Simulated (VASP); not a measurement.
# Na (Im-3m) in VASP: notebook

Runs on Na. Level: LDA. Tasks: single point.

Program: VASP 6.6.1. These are calculated values, not measurements. Logs are shortened: lines on timing, memory, paths and dates and some standing lists are left out, and cuts for length are marked.

**1. The cell of the first run**

It takes space group Im-3m (No. 229, cubic). Conventional cell: a = 4.094 Å, b = 4.094 Å, c = 4.094 Å, α = 90.00°, β = 90.00°, γ = 90.00°. Within 4.7 Å of Na (site symmetry m-3m) lie 14 Na at 3.55 to 4.09 Å.

**2. Single point, LDA (34.31 Å³/atom)**

Input file INCAR:

```
SYSTEM = Na
ALGO     = Normal         ! electronic algorithm
EDIFF    = 1E-6           ! SCF threshold, eV
ENCUT    = 500            ! plane-wave cutoff, eV
GGA_COMPAT= .FALSE.      
ISIF     = 2              ! what is computed and relaxed
ISMEAR   = 0              ! smearing method
LASPH    = .TRUE.         ! aspherical terms in the spheres
LCHARG   = .FALSE.        ! write CHGCAR
LREAL    = .FALSE.        ! projectors in reciprocal space
LWAVE    = .FALSE.        ! write WAVECAR
NBANDS   = 10             ! bands
NELM     = 120            ! most SCF steps
PREC     = Accurate       ! precision mode
SIGMA    = 0.1            ! smearing width, eV
```

Input file KPOINTS:

```
k-points
0
G
  14 14 14
  0 0 0
```

Input file POSCAR:

```
Na
1.0
   -2.0469655593      2.0469655593      2.0469655593
    2.0469655593     -2.0469655593      2.0469655593
    2.0469655593      2.0469655593     -2.0469655593
Na
1
Direct
    0.0000000000      0.0000000000      0.0000000000
```

Potentials or basis: VASP PAW LDA potentials, release 64 (Na_pv).

The run is started by

```console
> cat potpaw_LDA.64/Na_pv/POTCAR > POTCAR
> mpirun -np 1 vasp_std > vasp.out
```

OUTCAR:

```text
SYSTEM = Na
   EDIFF = 1E-6
   ENCUT = 500
   ISIF = 2
   ISMEAR = 0
   LASPH = .TRUE.
   LREAL = .FALSE.
   NELM = 120
   PREC = Accurate

 ion  position               nearest neighbor table
   1  0.000  0.000  0.000-

  LATTYP: Found a body centered cubic cell.
 ALAT       =     4.0939311186

  Lattice vectors:

 A1 = (  -2.0469655593,   2.0469655593,   2.0469655593)
 A2 = (   2.0469655593,  -2.0469655593,   2.0469655593)
 A3 = (   2.0469655593,   2.0469655593,  -2.0469655593)

Analysis of symmetry for initial positions (statically):
=====================================================================
 Subroutine PRICEL returns:
 Original cell was already a primitive cell.

 Routine SETGRP: Setting up the symmetry group for a
 body centered cubic supercell.

 Subroutine GETGRP returns: Found 48 space group operations
 (whereof 48 operations were pure point group operations)
 out of a pool of 48 trial point group operations.

The static configuration has the point symmetry O_h .

Analysis of symmetry for dynamics (positions and initial velocities):
=====================================================================
 Subroutine PRICEL returns:
 Original cell was already a primitive cell.

 Routine SETGRP: Setting up the symmetry group for a
 body centered cubic supercell.

 Subroutine GETGRP returns: Found 48 space group operations
 (whereof 48 operations were pure point group operations)
 out of a pool of 48 trial point group operations.

The dynamic configuration has the point symmetry O_h .

 Subroutine INISYM returns: Found 48 space group operations
 (whereof 48 operations are pure point group operations),
 and found     1 'primitive' translations

----------------------------------------------------------------------------------------

                                     Primitive cell

  volume of cell :      34.3077

  direct lattice vectors                    reciprocal lattice vectors
    -2.046965559  2.046965559  2.046965559     0.000000000  0.244264002  0.244264002
     2.046965559 -2.046965559  2.046965559     0.244264002  0.000000000  0.244264002
     2.046965559  2.046965559 -2.046965559     0.244264002  0.244264002  0.000000000

  length of vectors
     3.545448350  3.545448350  3.545448350     0.345441465  0.345441465  0.345441465

  position of ions in fractional coordinates (direct lattice)
     0.000000000  0.000000000  0.000000000

[... 79 lines left out ...]
   IBRION =     -1    ionic relax: 0-MD 1-quasi-New 2-CG
   NFREE  =      0    steps in history (QN), initial steepest desc. (CG)
   ISIF   =      2    stress and relaxation
   ISYM   =      2    0-nonsym 1-usesym 2-fastsym
   POTIM  = 0.5000    time-step for ionic-motion
   TEBEG  =    0.0;   TEEND  =   0.0 temperature during run
   PSTRESS=    0.0 pullay stress
   NELECT =       7.0000    total number of electrons
   NUPDOWN=      -1.0000    fix difference up-down
   EMIN   =  10.00;   EMAX   =-10.00  energy-range for DOS
   EFERMI =   0.00;   METHOD = LEGACY
   ISMEAR =     0;   SIGMA  =   0.10  broadening in eV -4-tet -1-fermi 0-gaus
   EFERMI_NEDOS =   21; number of points for ismear=-14 and -15
   IALGO  =     38    algorithm
   IMIX   =      4    mixing-type and parameters
     AMIX     =   0.40;   BMIX     =  1.00
     AMIX_MAG =   1.60;   BMIX_MAG =  1.00
  volume/ion in A,a.u.               =      34.31       231.52
  Fermi-wavevector in a.u.,A,eV,Ry     =   0.963778  1.821276 12.638015  0.928868
  Thomas-Fermi vector in A             =   2.093353
   LORBIT       =      0    0 simple, 1 ext, 2 COOP (PROOUT), +10 PAW based schemes
   GGA     = CA    functional components
   LHFCALC =     F    Hartree Fock is set to
   AEXX    =    0.0000 exact exchange contribution
   IVDW    =     0    specifies the selected vdW correction
   LEPSILON=     F    determine dielectric tensor
   LRPA    =     F    only Hartree local field effects (RPA)
 non-spin polarized calculation
 Gauss-broadening in eV      SIGMA  =   0.10
  energy-cutoff  :      500.00
  volume of cell :       34.31
 maximum number of plane-waves:       903
 NGX is ok and might be reduce to    28
   NGX = 13   NGY = 13   NGZ = 13

 number of electron       7.0000005 magnetization

 Free energy of the ion-electron system (eV)
  ---------------------------------------------------
  ext. energy  EPLUGINS =         0.00000000
  ---------------------------------------------------
  free energy    TOTEN  =        -1.45439534 eV

  energy without entropy =       -1.45144416  energy(sigma->0) =       -1.45291975

 E-fermi :   0.3566     XC(G=0):  -6.9490

 val. band max:        0.3288034601   @ k =  -0.3571   0.4286   0.1429
 cond. band min:       0.4140223941   @ k =   0.3571   0.0714   0.0714
 fundamental gap:      0.0852189340
 Fermi energy:         0.3565545225

 k-point     1 :       0.0000    0.0000    0.0000
  band No.  band energies     occupation
      1     -24.5008      2.00000
      2     -24.5008      2.00000
      3     -24.5008      2.00000
      4      -3.0655      2.00000
      5      12.5255      0.00000
      6      12.5255      0.00000
      7      12.5255      0.00000
      8      13.6791      0.00000
      9      13.6791      0.00000
     10      14.3714      0.00000
[... 287 lines left out ...]
 k-point    24 :       0.3571    0.2857    0.0000
  band No.  band energies     occupation
      1     -24.5372      2.00000
      2     -24.5299      2.00000
      3     -24.5067      2.00000
      4       2.1757      0.00000
      5       2.6025      0.00000
      6       3.9352      0.00000
      7       8.7497      0.00000
      8      13.1680      0.00000
      9      14.0997      0.00000
     10      15.2224      0.00000

 [... further k-points ...]

------------------------ aborting loop because EDIFF is reached ----------------------------------------

  FORCE on cell =-STRESS in cart. coord.  units (eV):
  Direction    XX          YY          ZZ          XY          YZ          ZX
  --------------------------------------------------------------------------------------
  -------------------------------------------------------------------------------------
  Total       -0.0660278     -0.0660278     -0.0660278      0.0000000      0.0000000     -0.0000000
  in kB       -3.0835145     -3.0835145     -3.0835145      0.0000000      0.0000000     -0.0000000
  external PRESSURE =      -3.0835145 kB  Pullay stress =       0.0000000 kB

 VOLUME and BASIS-vectors are now :
 -----------------------------------------------------------------------------
  energy-cutoff  :      500.00
  volume of cell :       34.31
      direct lattice vectors                 reciprocal lattice vectors
    -2.046965559  2.046965559  2.046965559     0.000000000  0.244264002  0.244264002
     2.046965559 -2.046965559  2.046965559     0.244264002  0.000000000  0.244264002
     2.046965559  2.046965559 -2.046965559     0.244264002  0.244264002  0.000000000

 POSITION                                       TOTAL-FORCE (eV/Angst)
 -----------------------------------------------------------------------------------
      0.00000      0.00000      0.00000         0.000000      0.000000     -0.000000
 -----------------------------------------------------------------------------------
    total drift:                                0.000000      0.000000      0.000000

  FREE ENERGIE OF THE ION-ELECTRON SYSTEM (eV)
  ---------------------------------------------------
  free  energy   TOTEN  =        -1.4543953423 eV

  energy  without entropy=       -1.4514441578  energy(sigma->0) =       -1.45291975
```

OSZICAR:

```text
N       E                     dE             d eps       ncg     rms          rms(c)
DAV:   1     0.274001980160E+02    0.27400E+02   -0.36989E+03  2088   0.569E+02
DAV:   2    -0.865538500640E+00   -0.28266E+02   -0.28122E+02  2158   0.148E+02
DAV:   3    -0.145186614844E+01   -0.58633E+00   -0.58598E+00  2538   0.232E+01
DAV:   4    -0.145632425704E+01   -0.44581E-02   -0.44579E-02  2464   0.196E+00
DAV:   5    -0.145637962357E+01   -0.55367E-04   -0.55366E-04  2402   0.213E-01    0.204E-01
DAV:   6    -0.145511411253E+01    0.12655E-02   -0.80603E-04  2464   0.372E-01    0.133E-01
DAV:   7    -0.145441034875E+01    0.70376E-03   -0.11740E-03  2362   0.375E-01    0.218E-02
DAV:   8    -0.145439505902E+01    0.15290E-04   -0.92338E-05  2472   0.156E-01    0.260E-03
DAV:   9    -0.145439534231E+01   -0.28328E-06   -0.39687E-07  1614   0.698E-03
   1 F= -.14543953E+01 E0= -.14529198E+01  d E =-.295118E-02
```

Wall time 14 s (1 thread of AMD EPYC 7R13 (Zen 3), shared host); peak memory 0.12 GiB.

Results:

```yaml
Free_energy: -1.4544 eV
Pressure: -0.3 GPa
Band_gap_on_the_k_mesh: zero (an odd number of electrons rules out a gap without spin polarisation)
```

**3. Single point, LDA (35.31 Å³/atom)**

This run uses another cell than the first one, of 35.31 Å³/atom.

Input file INCAR:

```
SYSTEM = Na
PREC = Accurate ; ENCUT = 500
EDIFF = 1E-6 ; ISMEAR = 0
SIGMA = 0.1 ; LREAL = .FALSE.
LASPH = .TRUE. ; NELM = 120
ALGO = Normal ; ISIF = 2
LWAVE = .FALSE. ; LCHARG = .FALSE.
GGA = CA ; NBANDS = 10
GGA_COMPAT = .FALSE.
```

Input file KPOINTS:

```
Automatic mesh
0
G
  14 14 14
  0 0 0
```

Input file POSCAR:

```
Na
1.0
   -2.0666491280      2.0666491280      2.0666491280
    2.0666491280     -2.0666491280      2.0666491280
    2.0666491280      2.0666491280     -2.0666491280
Na
1
Direct
    0.0000000000      0.0000000000      0.0000000000
```

Potentials or basis: VASP PAW LDA potentials, release 64 (Na_pv).

The run is started by

```console
> cat potpaw_LDA.64/Na_pv/POTCAR > POTCAR
> mpirun -np 1 vasp_std > vasp.out
```

It took 14 s on 1 thread of AMD EPYC 7R13 (Zen 3), shared host; peak memory 0.12 GiB.

It converged, with:

* Free energy: -1.4520 eV
* Pressure: -0.5 GPa
* Band gap on the k mesh: zero (an odd number of electrons rules out a gap without spin polarisation)

Levels at points of the mesh, in eV from the Fermi level:
```tsv
k point	band 1	band 2	band 3	band 4	band 5	band 6	band 7	band 8
(0.00, 0.00, 0.00)	-24.88	-24.88	-24.88	-3.36	11.98	11.98	11.98	13.11
(0.50, 0.00, 0.00)	-24.92	-24.89	-24.88	0.82	1.26	8.43	9.38	9.57
(0.50, 0.50, 0.50)	-24.91	-24.91	-24.91	4.69	4.69	5.04	5.04	5.04
```

**4. Single point, LDA (36.31 Å³/atom)**

This run uses another cell than the first one, of 36.31 Å³/atom.

Input file INCAR:

```
ALGO = Normal ; EDIFF = 1E-6
ENCUT = 500 ; GGA_COMPAT = False
ISIF = 2 ; ISMEAR = 0
LASPH = True ; LCHARG = False
LREAL = False ; LWAVE = False
NBANDS = 10 ; NELM = 120
PREC = Accurate ; SIGMA = 0.1
```

Input file KPOINTS:

```
k-points
0
Gamma
  14 14 14
```

Input file POSCAR:

```
Na
1.0
   -2.0859647254      2.0859647254      2.0859647254
    2.0859647254     -2.0859647254      2.0859647254
    2.0859647254      2.0859647254     -2.0859647254
Na
1
Direct
    0.0000000000      0.0000000000      0.0000000000
```

Potentials or basis: VASP PAW LDA potentials, release 64 (Na_pv).

The run is started by

```console
> cat potpaw_LDA.64/Na_pv/POTCAR > POTCAR
> mpirun -np 1 vasp_std > vasp.out
```

OUTCAR:

```text
EDIFF = 1E-6
   ENCUT = 500
   ISIF = 2
   ISMEAR = 0
   LASPH = True
   LREAL = False
   NELM = 120
   PREC = Accurate

 ion  position               nearest neighbor table
   1  0.000  0.000  0.000-

  LATTYP: Found a body centered cubic cell.
 ALAT       =     4.1719294508

  Lattice vectors:

 A1 = (  -2.0859647254,   2.0859647254,   2.0859647254)
 A2 = (   2.0859647254,  -2.0859647254,   2.0859647254)
 A3 = (   2.0859647254,   2.0859647254,  -2.0859647254)
[... 489 lines left out ...]
      9      13.4919      0.00000
     10      14.4679      0.00000

 [... further k-points ...]

------------------------ aborting loop because EDIFF is reached ----------------------------------------

  FORCE on cell =-STRESS in cart. coord.  units (eV):
  Direction    XX          YY          ZZ          XY          YZ          ZX
  --------------------------------------------------------------------------------------
  -------------------------------------------------------------------------------------
  Total       -0.1617329     -0.1617329     -0.1617329     -0.0000000      0.0000000     -0.0000000
  in kB       -7.1372028     -7.1372028     -7.1372028     -0.0000000      0.0000000     -0.0000000
  external PRESSURE =      -7.1372028 kB  Pullay stress =       0.0000000 kB

 VOLUME and BASIS-vectors are now :
 -----------------------------------------------------------------------------
  energy-cutoff  :      500.00
  volume of cell :       36.31
      direct lattice vectors                 reciprocal lattice vectors
    -2.085964725  2.085964725  2.085964725     0.000000000  0.239697246  0.239697246
     2.085964725 -2.085964725  2.085964725     0.239697246  0.000000000  0.239697246
     2.085964725  2.085964725 -2.085964725     0.239697246  0.239697246  0.000000000

 POSITION                                       TOTAL-FORCE (eV/Angst)
 -----------------------------------------------------------------------------------
      0.00000      0.00000      0.00000        -0.000000      0.000000     -0.000000
 -----------------------------------------------------------------------------------
    total drift:                                0.000000      0.000000      0.000000

  FREE ENERGIE OF THE ION-ELECTRON SYSTEM (eV)
  ---------------------------------------------------
  free  energy   TOTEN  =        -1.4483599354 eV

  energy  without entropy=       -1.4453576085  energy(sigma->0) =       -1.44685877
```

OSZICAR:

```text
N       E                     dE             d eps       ncg     rms          rms(c)
DAV:   1     0.277133213645E+02    0.27713E+02   -0.37103E+03  2084   0.559E+02
DAV:   2    -0.891426446831E+00   -0.28605E+02   -0.28494E+02  2154   0.145E+02
DAV:   3    -0.144560433433E+01   -0.55418E+00   -0.55384E+00  2556   0.223E+01
DAV:   4    -0.144992460505E+01   -0.43203E-02   -0.43200E-02  2474   0.193E+00
DAV:   5    -0.144998255119E+01   -0.57946E-04   -0.57946E-04  2456   0.216E-01    0.198E-01
DAV:   6    -0.144893212180E+01    0.10504E-02   -0.78474E-04  2452   0.363E-01    0.130E-01
DAV:   7    -0.144837495080E+01    0.55717E-03   -0.11768E-03  2356   0.371E-01    0.213E-02
DAV:   8    -0.144835962682E+01    0.15324E-04   -0.92166E-05  2478   0.155E-01    0.269E-03
DAV:   9    -0.144835993541E+01   -0.30860E-06   -0.36626E-07  1658   0.632E-03
   1 F= -.14483599E+01 E0= -.14468588E+01  d E =-.300233E-02
```

Wall time 14 s (1 thread of AMD EPYC 7R13 (Zen 3), shared host); peak memory 0.12 GiB.

Results:

- Free energy: -1.4484 eV
- Pressure: -0.7 GPa
- Band gap on the k mesh: zero (an odd number of electrons rules out a gap without spin polarisation)

Levels at points of the mesh, in eV from the Fermi level:
| k point | band 1 | band 2 | band 3 | band 4 | band 5 | band 6 | band 7 | band 8 |
| --- | --- | --- | --- | --- | --- | --- | --- | --- |
| (0.00, 0.00, 0.00) | -24.90 | -24.90 | -24.90 | -3.30 | 11.80 | 11.80 | 11.80 | 12.92 |
| (0.50, 0.00, 0.00) | -24.94 | -24.91 | -24.90 | 0.81 | 1.23 | 8.31 | 9.19 | 9.41 |
| (0.50, 0.50, 0.50) | -24.93 | -24.93 | -24.93 | 4.64 | 4.64 | 4.94 | 4.94 | 4.94 |

**5. Summary**

```csv
cell,gap on the mesh (eV),pressure (GPa)
"a = 3.545 Å, angles 109.5°, 1 atom",none,-0.3
"a = 3.580 Å, angles 109.5°, 1 atom",none,-0.5
"a = 3.613 Å, angles 109.5°, 1 atom",none,-0.7
```

Alike in all rows: task single point; level LDA; potentials or basis VASP PAW LDA potentials, release 64 (Na_pv); no spin polarisation; k mesh 14 × 14 × 14; cutoff (eV) 500; smearing gaussian 0.1 eV.

Absolute energies hang on the potentials; compare differences alone.
